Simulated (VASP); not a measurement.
# Ga3Se (Pm-3m) in VASP: single point with PBE

Aim: the single point of Ga3Se with PBE.

Everything below comes from runs of VASP 6.6.1. Logs are shortened: lines on timing, memory, paths and dates and some standing lists are left out, and cuts for length are marked.

## Step 1: The cell of the first run

Symmetry: Pm-3m, No. 221, cubic system. The conventional cell has a = 4.408 Å, b = 4.408 Å, c = 4.408 Å, α = 90.00°, β = 90.00°, γ = 90.00°. Within 4.1 Å of Ga (site symmetry 4/mmm) lie 8 Ga at 3.12 Å and 4 Se at 3.12 Å. Within 4.1 Å of Se (site symmetry m-3m) lie 12 Ga at 3.12 Å.

## Step 2: Single point, PBE

INCAR

```
SYSTEM = Ga3Se
ALGO     = Normal         ! electronic algorithm
EDIFF    = 1E-6           ! SCF threshold, eV
ENCUT    = 520            ! plane-wave cutoff, eV
GGA      = PE             ! functional
ISIF     = 2              ! what is computed and relaxed
ISMEAR   = 0              ! smearing method
LASPH    = .TRUE.         ! aspherical terms in the spheres
LCHARG   = .FALSE.        ! write CHGCAR
LREAL    = .FALSE.        ! projectors in reciprocal space
LWAVE    = .FALSE.        ! write WAVECAR
NBANDS   = 30             ! bands
NELM     = 80             ! most SCF steps
PREC     = Accurate       ! precision mode
SIGMA    = 0.1            ! smearing width, eV
```

KPOINTS

```
k-points
0
G
  10 10 10
  0 0 0
```

POSCAR

```
Ga3Se
1.0
    4.4084262780      0.0000000000      0.0000000000
    0.0000000000      4.4084262780      0.0000000000
    0.0000000000      0.0000000000      4.4084262780
Ga Se
3 1
Direct
    0.0000000000      0.5000000000      0.5000000000
    0.5000000000      0.0000000000      0.5000000000
    0.5000000000      0.5000000000      0.0000000000
    0.0000000000      0.0000000000      0.0000000000
```

Potentials or basis: VASP PAW PBE potentials, release 64 (Ga_d, Se).

Started as:

```sh
cat potpaw_PBE.64/Ga_d/POTCAR potpaw_PBE.64/Se/POTCAR > POTCAR
mpirun -np 1 vasp_std > vasp.out
```

OUTCAR:

```text
SYSTEM = Ga3Se
   EDIFF = 1E-6
   ENCUT = 520
   GGA = PE
   ISIF = 2
   ISMEAR = 0
   LASPH = .TRUE.
   LREAL = .FALSE.
   NELM = 80
   PREC = Accurate

 ion  position               nearest neighbor table
   1  0.000  0.500  0.500-
   2  0.500  0.000  0.500-
   3  0.500  0.500  0.000-
   4  0.000  0.000  0.000-

  LATTYP: Found a simple cubic cell.
 ALAT       =     4.4084262780

  Lattice vectors:

 A1 = (   4.4084262780,   0.0000000000,   0.0000000000)
 A2 = (   0.0000000000,   4.4084262780,   0.0000000000)
 A3 = (   0.0000000000,   0.0000000000,   4.4084262780)

Analysis of symmetry for initial positions (statically):
=====================================================================
 Subroutine PRICEL returns:
 Original cell was already a primitive cell.

 Routine SETGRP: Setting up the symmetry group for a
 simple cubic supercell.

 Subroutine GETGRP returns: Found 48 space group operations
 (whereof 48 operations were pure point group operations)
 out of a pool of 48 trial point group operations.

The static configuration has the point symmetry O_h .

Analysis of symmetry for dynamics (positions and initial velocities):
=====================================================================
 Subroutine PRICEL returns:
 Original cell was already a primitive cell.

 Routine SETGRP: Setting up the symmetry group for a
 simple cubic supercell.

 Subroutine GETGRP returns: Found 48 space group operations
 (whereof 48 operations were pure point group operations)
 out of a pool of 48 trial point group operations.

The dynamic configuration has the point symmetry O_h .

 Subroutine INISYM returns: Found 48 space group operations
 (whereof 48 operations are pure point group operations),
 and found     1 'primitive' translations

----------------------------------------------------------------------------------------

                                     Primitive cell

  volume of cell :      85.6743

  direct lattice vectors                    reciprocal lattice vectors
     4.408426278  0.000000000  0.000000000     0.226838318  0.000000000  0.000000000
     0.000000000  4.408426278  0.000000000     0.000000000  0.226838318  0.000000000
     0.000000000  0.000000000  4.408426278     0.000000000  0.000000000  0.226838318

  length of vectors
     4.408426278  4.408426278  4.408426278     0.226838318  0.226838318  0.226838318

  position of ions in fractional coordinates (direct lattice)
     0.000000000  0.500000000  0.500000000
     0.500000000  0.000000000  0.500000000
     0.500000000  0.500000000  0.000000000
     0.000000000  0.000000000  0.000000000

  ion indices of the primitive-cell ions
   primitive index   ion index
                 1           1
                 2           2
                 3           3
                 4           4

----------------------------------------------------------------------------------------

 KPOINTS: k-points

Automatic generation of k-mesh.
 Grid dimensions read from file:
 generate k-points for:   10   10   10

 Generating k-lattice:

  Cartesian coordinates                     Fractional coordinates (reciprocal lattice)
     0.022683832  0.000000000  0.000000000     0.100000000  0.000000000  0.000000000
     0.000000000  0.022683832  0.000000000     0.000000000  0.100000000  0.000000000
     0.000000000  0.000000000  0.022683832     0.000000000  0.000000000  0.100000000

  Length of vectors
     0.022683832  0.022683832  0.022683832

  Shift w.r.t. Gamma in fractional coordinates (k-lattice)
     0.000000000  0.000000000  0.000000000

 Subroutine IBZKPT returns following result:
 ===========================================

 Found     56 irreducible k-points:

 Following reciprocal coordinates:
            Coordinates               Weight
  0.000000  0.000000  0.000000      1.000000
  0.100000  0.000000  0.000000      6.000000
  0.200000  0.000000  0.000000      6.000000
  0.300000  0.000000  0.000000      6.000000
  0.400000  0.000000  0.000000      6.000000
  0.500000  0.000000  0.000000      3.000000
[... 16 lines left out ...]
  0.200000  0.100000  0.100000     24.000000
  0.300000  0.100000  0.100000     24.000000
 [... further k-points ...]
   k-points           NKPTS =     56   k-points in BZ     NKDIM =     56   number of bands    NBANDS=     30
   number of dos      NEDOS =    301   number of ions     NIONS =      4
   total plane-waves  NPLWV =  46656
   dimension x,y,z NGX =    36 NGY =   36 NGZ =   36
   dimension x,y,z NGXF=    72 NGYF=   72 NGZF=   72
   ions per type =               3   1
   NGX,Y,Z   is equivalent  to a cutoff of  13.58, 13.58, 13.58 a.u.
   NGXF,Y,Z  is equivalent  to a cutoff of  27.15, 27.15, 27.15 a.u.
 SYSTEM =  Ga3Se
   PREC   = accura    normal or accurate (medium, high low for compatibility)
   ISTART =      0    job   : 0-new  1-cont  2-samecut
   ICHARG =      2    charge: 1-file 2-atom 10-const
   ISPIN  =      1    spin polarized calculation?
   LNONCOLLINEAR =      F non collinear calculations
   LSORBIT =      F    spin-orbit coupling
   LASPH  =      T    aspherical Exc in radial PAW
   ENCUT  =  520.0 eV  38.22 Ry    6.18 a.u.   8.20  8.20  8.20*2*pi/ulx,y,z
   NELM   =     80;   NELMIN=  2; NELMDL= -5     # of ELM steps
   EDIFF  = 0.1E-05   stopping-criterion for ELM
   LREAL  =      F    real-space projection
   EDIFFG = 0.1E-04   stopping-criterion for IOM
   NSW    =      0    number of steps for IOM
   IBRION =     -1    ionic relax: 0-MD 1-quasi-New 2-CG
   NFREE  =      0    steps in history (QN), initial steepest desc. (CG)
   ISIF   =      2    stress and relaxation
   ISYM   =      2    0-nonsym 1-usesym 2-fastsym
   POTIM  = 0.5000    time-step for ionic-motion
   TEBEG  =    0.0;   TEEND  =   0.0 temperature during run
   PSTRESS=    0.0 pullay stress
   NELECT =      45.0000    total number of electrons
   NUPDOWN=      -1.0000    fix difference up-down
   EMIN   =  10.00;   EMAX   =-10.00  energy-range for DOS
   EFERMI =   0.00;   METHOD = LEGACY
   ISMEAR =     0;   SIGMA  =   0.10  broadening in eV -4-tet -1-fermi 0-gaus
   EFERMI_NEDOS =   21; number of points for ismear=-14 and -15
   IALGO  =     38    algorithm
   IMIX   =      4    mixing-type and parameters
     AMIX     =   0.40;   BMIX     =  1.00
     AMIX_MAG =   1.60;   BMIX_MAG =  1.00
  volume/ion in A,a.u.               =      21.42       144.54
  Fermi-wavevector in a.u.,A,eV,Ry     =   1.320876  2.496094 23.738271  1.744714
  Thomas-Fermi vector in A             =   2.450671
   LORBIT       =      0    0 simple, 1 ext, 2 COOP (PROOUT), +10 PAW based schemes
   GGA     = PE    functional components
   LHFCALC =     F    Hartree Fock is set to
   AEXX    =    0.0000 exact exchange contribution
   IVDW    =     0    specifies the selected vdW correction
   LEPSILON=     F    determine dielectric tensor
   LRPA    =     F    only Hartree local field effects (RPA)
 non-spin polarized calculation
 Gauss-broadening in eV      SIGMA  =   0.10
  energy-cutoff  :      520.00
  volume of cell :       85.67
 maximum number of plane-waves:      2325
 NGX is ok and might be reduce to    36
   NGX = 17   NGY = 17   NGZ = 17

 number of electron      44.9999953 magnetization

 Free energy of the ion-electron system (eV)
  ---------------------------------------------------
  ext. energy  EPLUGINS =         0.00000000
  ---------------------------------------------------
  free energy    TOTEN  =       -12.41977546 eV

  energy without entropy =      -12.40763027  energy(sigma->0) =      -12.41370286

 E-fermi :   4.7678     XC(G=0): -10.3460

 val. band max:        4.7527377757   @ k =   0.4000   0.3000   0.1000
 cond. band min:       4.7819536483   @ k =   0.2000   0.1000   0.1000
 fundamental gap:      0.0292158726
 Fermi energy:         4.7677788918

 k-point     1 :       0.0000    0.0000    0.0000
  band No.  band energies     occupation
      1     -10.2773      2.00000
      2     -10.2525      2.00000
      3     -10.2525      2.00000
      4     -10.2525      2.00000
      5     -10.2005      2.00000
      6     -10.2005      2.00000
[... 22 lines left out ...]
     29      10.8271      0.00000
     30      11.9521      0.00000

 k-point     2 :       0.1000    0.0000    0.0000
  band No.  band energies     occupation
      1     -10.2706      2.00000
      2     -10.2512      2.00000
      3     -10.2474      2.00000
      4     -10.2474      2.00000
      5     -10.1997      2.00000
      6     -10.1967      2.00000
[... 22 lines left out ...]
     29      11.1643      0.00000
     30      12.0367      0.00000

 k-point     3 :       0.2000    0.0000    0.0000
  band No.  band energies     occupation
      1     -10.2520      2.00000
      2     -10.2479      2.00000
      3     -10.2325      2.00000
      4     -10.2325      2.00000
      5     -10.1975      2.00000
      6     -10.1862      2.00000
[... 22 lines left out ...]
     29      11.8124      0.00000
     30      12.2313      0.00000

 k-point     4 :       0.3000    0.0000    0.0000
  band No.  band energies     occupation
      1     -10.2436      2.00000
      2     -10.2257      2.00000
      3     -10.2095      2.00000
      4     -10.2095      2.00000
      5     -10.1939      2.00000
      6     -10.1708      2.00000
[... 22 lines left out ...]
     29      11.6119      0.00000
     30      12.0269      0.00000

 k-point     5 :       0.4000    0.0000    0.0000
  band No.  band energies     occupation
      1     -10.2398      2.00000
      2     -10.2034      2.00000
      3     -10.1837      2.00000
      4     -10.1825      2.00000
      5     -10.1825      2.00000
      6     -10.1546      2.00000
[... 22 lines left out ...]
     29      10.4813      0.00000
     30      11.3546      0.00000
[... 526 lines left out ...]
     29      10.1454      0.00000
     30      12.5207      0.00000

 k-point    22 :       0.1000    0.1000    0.1000
  band No.  band energies     occupation
      1     -10.2600      2.00000
      2     -10.2436      2.00000
      3     -10.2399      2.00000
      4     -10.2399      2.00000
      5     -10.1933      2.00000
      6     -10.1933      2.00000
[... 22 lines left out ...]
     29      11.4402      0.00000
     30      11.9256      0.00000

 k-point    23 :       0.2000    0.1000    0.1000
  band No.  band energies     occupation
      1     -10.2481      2.00000
      2     -10.2366      2.00000
      3     -10.2277      2.00000
      4     -10.2252      2.00000
      5     -10.1907      2.00000
      6     -10.1817      2.00000
[... 22 lines left out ...]
     29      10.9153      0.00000
     30      12.0032      0.00000

 k-point    24 :       0.3000    0.1000    0.1000
  band No.  band energies     occupation
      1     -10.2374      2.00000
      2     -10.2231      2.00000
      3     -10.2083      2.00000
      4     -10.2006      2.00000
      5     -10.1871      2.00000
      6     -10.1653      2.00000
[... 22 lines left out ...]
     29       9.9877      0.00000
     30      12.1523      0.00000

 [... further k-points ...]

------------------------ aborting loop because EDIFF is reached ----------------------------------------

  FORCE on cell =-STRESS in cart. coord.  units (eV):
  Direction    XX          YY          ZZ          XY          YZ          ZX
  --------------------------------------------------------------------------------------
  -------------------------------------------------------------------------------------
  Total        0.0913719      0.0913719      0.0913719      0.0000000      0.0000000      0.0000000
  in kB        1.7087257      1.7087257      1.7087257      0.0000000      0.0000000      0.0000000
  external PRESSURE =       1.7087257 kB  Pullay stress =       0.0000000 kB

 VOLUME and BASIS-vectors are now :
 -----------------------------------------------------------------------------
  energy-cutoff  :      520.00
  volume of cell :       85.67
      direct lattice vectors                 reciprocal lattice vectors
     4.408426278  0.000000000  0.000000000     0.226838318  0.000000000  0.000000000
     0.000000000  4.408426278  0.000000000     0.000000000  0.226838318  0.000000000
     0.000000000  0.000000000  4.408426278     0.000000000  0.000000000  0.226838318

 POSITION                                       TOTAL-FORCE (eV/Angst)
 -----------------------------------------------------------------------------------
      0.00000      2.20421      2.20421         0.000000      0.000000      0.000000
      2.20421      0.00000      2.20421         0.000000      0.000000      0.000000
      2.20421      2.20421      0.00000         0.000000      0.000000      0.000000
      0.00000      0.00000      0.00000         0.000000      0.000000      0.000000
 -----------------------------------------------------------------------------------
    total drift:                                0.000000      0.000000      0.000000

  FREE ENERGIE OF THE ION-ELECTRON SYSTEM (eV)
  ---------------------------------------------------
  free  energy   TOTEN  =       -12.4197754591 eV

  energy  without entropy=      -12.4076302691  energy(sigma->0) =      -12.41370286
```

Run time: 59 s. Hardware: 1 thread of Intel Xeon Platinum 8488C (Sapphire Rapids), shared host; peak memory 0.28 GiB.

Results:

```yaml
Free_energy: -12.4198 eV
Pressure: 0.2 GPa
```
